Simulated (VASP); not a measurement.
Cr, 2 atoms in the cell. The structure is hexagonal, space group P6_3/mmc (No. 194). The conventional cell has a = 2.677 Å, b = 2.677 Å, c = 4.350 Å, α = 90.00°, β = 90.00°, γ = 120.00°. Within 3.5 Å of Cr (site symmetry -6m2) lie 12 Cr at 2.67 to 2.68 Å. This isn't the form of Cr at room conditions, which is bcc.

- Program: VASP 6.6.1
- Task: single point
- Functional: r2SCAN
- Potentials or basis: VASP PAW PBE potentials, release 64 (Cr_pv)
- Cutoff: 520 eV
- k mesh: 11 × 11 × 6
- Occupations: fermi-dirac, width 0.05 eV
- Spin: collinear spin, ferromagnetic start
- Starting moments: [3.0, 3.0] μB
- Dipole correction: no
- Further INCAR settings: ALGO = Normal; EDIFF = 1e-07; NBANDS = 23

Potentials or basis: VASP PAW PBE potentials, release 64 (Cr_pv).

The run is started by

```sh
$ cat potpaw_PBE.64/Cr_pv/POTCAR > POTCAR
$ cp INCAR.step1 INCAR
$ mpirun -np 1 vasp_std > vasp.out
$ cp INCAR.step2 INCAR
$ mpirun -np 1 vasp_std > vasp.out
```

Hardware: 1 thread of Intel(R) Xeon(R) Platinum 8488C (Sapphire Rapids), with other jobs on the host.

Question: How long does it take, and how much memory?

Answer: Wall time 3.6 min on 1 thread of Intel(R) Xeon(R) Platinum 8488C (Sapphire Rapids), on a shared host, peak memory 0.19 GiB. Counts: k points 64.
